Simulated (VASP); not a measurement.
# CdS (I-4m2) in VASP: single point with PBEsol

Aim: the single point of CdS with PBEsol.

Everything below comes from runs of VASP 6.6.1. Logs are shortened: lines on timing, memory, paths and dates and some standing lists are left out, and cuts for length are marked.

## 1. The cell of the first run

Symmetry: I-4m2, No. 119, tetragonal system. Conventional cell: a = 4.201 Å, b = 4.201 Å, c = 5.647 Å, α = 90.00°, β = 90.00°, γ = 90.00°. Cd (site symmetry -4m2) has 4 S at 2.53 Å within 3.3 Å. Within 3.3 Å of S (site symmetry -4m2) lie 4 Cd at 2.53 Å.

## 2. Single point, PBEsol, non-collinear spin, zero start, spin-orbit coupling (film at in-plane strain +0.02)

File INCAR:

```
SYSTEM = CdS
PREC     = Accurate       ! precision mode
ENCUT    = 520            ! plane-wave cutoff, eV
EDIFF    = 1E-6           ! SCF threshold, eV
ISMEAR   = 0              ! smearing method
SIGMA    = 0.01           ! smearing width, eV
LREAL    = .False.        ! projectors in reciprocal space
LASPH    = .True.         ! aspherical terms in the spheres
NELM     = 150            ! most SCF steps
ALGO     = Normal         ! electronic algorithm
ISIF     = 2              ! what is computed and relaxed
LWAVE    = .False.        ! write WAVECAR
LCHARG   = .False.        ! write CHGCAR
LNONCOLLINEAR= .True.         ! non-collinear magnetism
MAGMOM   = 0 0 0 0 0 0    ! initial moments
LORBIT   = 11             ! projections on sites
LSORBIT  = .True.         ! spin-orbit coupling
GGA_COMPAT= .False.      
LORBMOM  = .True.       
GGA      = PS             ! functional
NBANDS   = 30             ! bands
```

File KPOINTS:

```
regular mesh
0
Gamma
  8 8 8
  0 0 0
```

File POSCAR:

```
CdS
1.0
    2.9705317842      2.9705317842      0.0000000000
   -2.9705317842      2.9705317842      0.0000000000
    0.0000000000      2.9705317842      2.8236046636
Cd S
1 1
Direct
    0.0000000000      0.0000000000      0.0000000000
    0.7500000000      0.2500000000      0.5000000000
```

Potentials or basis: VASP PAW PBE potentials, release 64 (Cd, S).

Command:

```sh
$ cat potpaw_PBE.64/Cd/POTCAR potpaw_PBE.64/S/POTCAR > POTCAR
$ mpirun -np 1 vasp_ncl > vasp.out
```

OUTCAR:

```text
SYSTEM = CdS
   PREC = Accurate
   ENCUT = 520
   EDIFF = 1E-6
   ISMEAR = 0
   LREAL = .False.
   LASPH = .True.
   NELM = 150
   ISIF = 2
   LNONCOLLINEAR = .True.
   LORBIT = 11
   LSORBIT = .True.
   GGA = PS

 ion  position               nearest neighbor table
   1  0.000  0.000  0.000-   2 2.53   2 2.53   2 2.53   2 2.53
   2  0.750  0.250  0.500-   1 2.53   1 2.53   1 2.53   1 2.53

  LATTYP: Found a body centered tetragonal cell.
 ALAT       =     4.2009663367
 C/A-ratio  =     1.3442643608

  Lattice vectors:

 A1 = (   2.9705317842,   0.0000000000,  -2.8236046636)
 A2 = (  -2.9705317842,   0.0000000000,  -2.8236046636)
 A3 = (   0.0000000000,   2.9705317842,   2.8236046636)

Analysis of symmetry for initial positions (statically):
=====================================================================
 Subroutine PRICEL returns:
 Original cell was already a primitive cell.

 Routine SETGRP: Setting up the symmetry group for a
 body centered tetragonal supercell.

 Subroutine GETGRP returns: Found  8 space group operations
 (whereof  8 operations were pure point group operations)
 out of a pool of 16 trial point group operations.

The static configuration has the point symmetry D_2d.

Analysis of symmetry for dynamics (positions and initial velocities):
=====================================================================
 Subroutine PRICEL returns:
 Original cell was already a primitive cell.

 Routine SETGRP: Setting up the symmetry group for a
 body centered tetragonal supercell.

 Subroutine GETGRP returns: Found  8 space group operations
 (whereof  8 operations were pure point group operations)
 out of a pool of 16 trial point group operations.

The dynamic configuration has the point symmetry D_2d.

Analysis of structural, dynamic, and magnetic symmetry:
=====================================================================
 Subroutine PRICEL returns:
 Original cell was already a primitive cell.

 Routine SETGRP: Setting up the symmetry group for a
 body centered tetragonal supercell.

 Subroutine GETGRP returns: Found  8 space group operations
 (whereof  8 operations were pure point group operations)
 out of a pool of 16 trial point group operations.

The overall configuration has the point symmetry D_2d.

 Subroutine INISYM returns: Found  8 space group operations
 (whereof  8 operations are pure point group operations),
 and found     1 'primitive' translations

----------------------------------------------------------------------------------------

                                     Primitive cell

  volume of cell :      49.8313

  direct lattice vectors                    reciprocal lattice vectors
     2.970531784  2.970531784  0.000000000     0.168320030  0.168320030 -0.177078614
    -2.970531784  2.970531784  0.000000000    -0.168320030  0.168320030 -0.177078614
     0.000000000  2.970531784  2.823604664     0.000000000  0.000000000  0.354157228

  length of vectors
     4.200966337  4.200966337  4.098390218     0.296681817  0.296681817  0.354157228

  position of ions in fractional coordinates (direct lattice)
     0.000000000  0.000000000  0.000000000
     0.750000000  0.250000000  0.500000000

  ion indices of the primitive-cell ions
   primitive index   ion index
                 1           1
                 2           2

----------------------------------------------------------------------------------------

 KPOINTS: regular mesh

Automatic generation of k-mesh.
 Grid dimensions read from file:
 generate k-points for:    8    8    8

 Generating k-lattice:

  Cartesian coordinates                     Fractional coordinates (reciprocal lattice)
     0.021040004  0.021040004 -0.022134827     0.125000000  0.000000000 -0.000000000
    -0.021040004  0.021040004 -0.022134827     0.000000000  0.125000000 -0.000000000
     0.000000000  0.000000000  0.044269653     0.000000000  0.000000000  0.125000000

[... 98 lines left out ...]

 number of electron      18.0000004 magnetization      -0.0000000     -0.0000000      0.0000000

 Free energy of the ion-electron system (eV)
  ---------------------------------------------------
  ext. energy  EPLUGINS =         0.00000000
  ---------------------------------------------------
  free energy    TOTEN  =        -6.83837546 eV

  energy without entropy =       -6.83837546  energy(sigma->0) =       -6.83837546

 E-fermi :   1.3159     XC(G=0):  -9.3607

 val. band max:        1.2642934265   @ k =   0.0000   0.0000   0.0000
 cond. band min:       2.1650357695   @ k =   0.0000   0.0000   0.0000
 fundamental gap:      0.9007423430
 Fermi energy:         1.3159329582

 k-point     1 :       0.0000    0.0000    0.0000
  band No.  band energies     occupation
      1     -11.1806      1.00000
      2     -11.1806      1.00000
      3      -6.8032      1.00000
      4      -6.8032      1.00000
      5      -6.7915      1.00000
      6      -6.7915      1.00000
[... 781 lines left out ...]
     29      13.6735      0.00000
     30      13.6840      0.00000

 [... further k-points ...]

------------------------ aborting loop because EDIFF is reached ----------------------------------------

  FORCE on cell =-STRESS in cart. coord.  units (eV):
  Direction    XX          YY          ZZ          XY          YZ          ZX
  --------------------------------------------------------------------------------------
  -------------------------------------------------------------------------------------
  Total       -0.1749805     -0.1749805      0.1032542      0.0000000      0.0000000      0.0000000
  in kB       -5.6259760     -5.6259760      3.3198318      0.0000000      0.0000000      0.0000000
  external PRESSURE =      -2.6440401 kB  Pullay stress =       0.0000000 kB

 VOLUME and BASIS-vectors are now :
 -----------------------------------------------------------------------------
  energy-cutoff  :      520.00
  volume of cell :       49.83
      direct lattice vectors                 reciprocal lattice vectors
     2.970531784  2.970531784  0.000000000     0.168320030  0.168320030 -0.177078614
    -2.970531784  2.970531784  0.000000000    -0.168320030  0.168320030 -0.177078614
     0.000000000  2.970531784  2.823604664     0.000000000  0.000000000  0.354157228

 POSITION                                       TOTAL-FORCE (eV/Angst)
 -----------------------------------------------------------------------------------
      0.00000      0.00000      0.00000         0.000000     -0.000000      0.000000
      1.48527      4.45580      1.41180        -0.000000      0.000000      0.000000
 -----------------------------------------------------------------------------------
    total drift:                               -0.000003     -0.000000      0.000000

  FREE ENERGIE OF THE ION-ELECTRON SYSTEM (eV)
  ---------------------------------------------------
  free  energy   TOTEN  =        -6.8383754630 eV

  energy  without entropy=       -6.8383754630  energy(sigma->0) =       -6.83837546

 orbital moment (x)

 # of ion     p       d       tot
 ----------------------------------------
  1        -0.000  -0.000  -0.000
  2        -0.000   0.000  -0.000
 ----------------------------------------
           -0.000  -0.000  -0.000

 orbital moment (y)

 # of ion     p       d       tot
 ----------------------------------------
  1        -0.000  -0.000  -0.000
  2         0.000   0.000   0.000
 ----------------------------------------
           -0.000  -0.000  -0.000

 orbital moment (z)

 # of ion     p       d       tot
 ----------------------------------------
  1         0.000   0.000   0.000
  2         0.000   0.000   0.000
 ----------------------------------------
            0.000   0.000   0.000

 Spin-Orbit-Coupling matrix elements

 Ion:    1  E_soc:     -0.0573880
 l=   1
     0.0000000    -0.0025004    -0.0025372
    -0.0025004     0.0000000    -0.0025004
    -0.0025372    -0.0025004     0.0000000
 l=   2
     0.0000000    -0.0014392     0.0000000    -0.0014392    -0.0056119
    -0.0014392     0.0000000    -0.0042103    -0.0014367    -0.0014043
     0.0000000    -0.0042103     0.0000000    -0.0042103     0.0000000
    -0.0014392    -0.0014367    -0.0042103     0.0000000    -0.0014043
    -0.0056119    -0.0014043     0.0000000    -0.0014043     0.0000000
 l=   3
     0.0000000     0.0000000     0.0000000     0.0000000     0.0000000     0.0000000     0.0000000
     0.0000000     0.0000000     0.0000000     0.0000000     0.0000000     0.0000000     0.0000000
     0.0000000     0.0000000     0.0000000     0.0000000     0.0000000     0.0000000     0.0000000
     0.0000000     0.0000000     0.0000000     0.0000000     0.0000000     0.0000000     0.0000000
     0.0000000     0.0000000     0.0000000     0.0000000     0.0000000     0.0000000     0.0000000
     0.0000000     0.0000000     0.0000000     0.0000000     0.0000000     0.0000000     0.0000000
     0.0000000     0.0000000     0.0000000     0.0000000     0.0000000     0.0000000     0.0000000

 Ion:    2  E_soc:     -0.0021399
 l=   1
     0.0000000    -0.0003581    -0.0003537
    -0.0003581     0.0000000    -0.0003581
    -0.0003537    -0.0003581     0.0000000
 l=   2
     0.0000000     0.0000000     0.0000000     0.0000000     0.0000000
     0.0000000     0.0000000     0.0000000     0.0000000     0.0000000
     0.0000000     0.0000000     0.0000000     0.0000000     0.0000000
     0.0000000     0.0000000     0.0000000     0.0000000     0.0000000
     0.0000000     0.0000000     0.0000000     0.0000000     0.0000000
 l=   3
     0.0000000     0.0000000     0.0000000     0.0000000     0.0000000     0.0000000     0.0000000
     0.0000000     0.0000000     0.0000000     0.0000000     0.0000000     0.0000000     0.0000000
     0.0000000     0.0000000     0.0000000     0.0000000     0.0000000     0.0000000     0.0000000
     0.0000000     0.0000000     0.0000000     0.0000000     0.0000000     0.0000000     0.0000000
     0.0000000     0.0000000     0.0000000     0.0000000     0.0000000     0.0000000     0.0000000
     0.0000000     0.0000000     0.0000000     0.0000000     0.0000000     0.0000000     0.0000000
     0.0000000     0.0000000     0.0000000     0.0000000     0.0000000     0.0000000     0.0000000

 total charge

# of ion       s       p       d       tot
------------------------------------------
    1        0.430   0.329   9.560  10.319
    2        1.318   2.371   0.000   3.690
--------------------------------------------------
tot          1.749   2.700   9.560  14.008

 magnetization (x)

# of ion       s       p       d       tot
------------------------------------------
    1        0.000   0.000  -0.000  -0.000
    2        0.000   0.000   0.000   0.000
--------------------------------------------------
tot          0.000   0.000  -0.000  -0.000

 magnetization (y)

# of ion       s       p       d       tot
------------------------------------------
    1        0.000   0.000   0.000   0.000
    2        0.000   0.000   0.000   0.000
--------------------------------------------------
tot          0.000   0.000   0.000   0.000

 magnetization (z)

# of ion       s       p       d       tot
------------------------------------------
    1        0.000  -0.000   0.000  -0.000
    2        0.000   0.000   0.000   0.000
--------------------------------------------------
tot          0.000  -0.000   0.000   0.000
```

It took 2.3 min on 1 thread of Intel Xeon 6975P-C (Granite Rapids), shared host; peak memory 0.41 GiB.

What came out:

```yaml
Free_energy: -6.8384 eV
Pressure: -0.3 GPa
Net_moment: 0.00 μB per cell
Valence_electrons_inside_the_program's_atomic_spheres: Cd 10.32; S 3.69
```

Moments on the atoms (μB; x, y, z):
```
Cd  0.00 0.00 0.00
S   0.00 0.00 0.00
```

Caveat: the cell differs from its parent crystal (film at in-plane strain +0.02); the PAW data sets were made with another functional, which shifts forces and pressure a little.
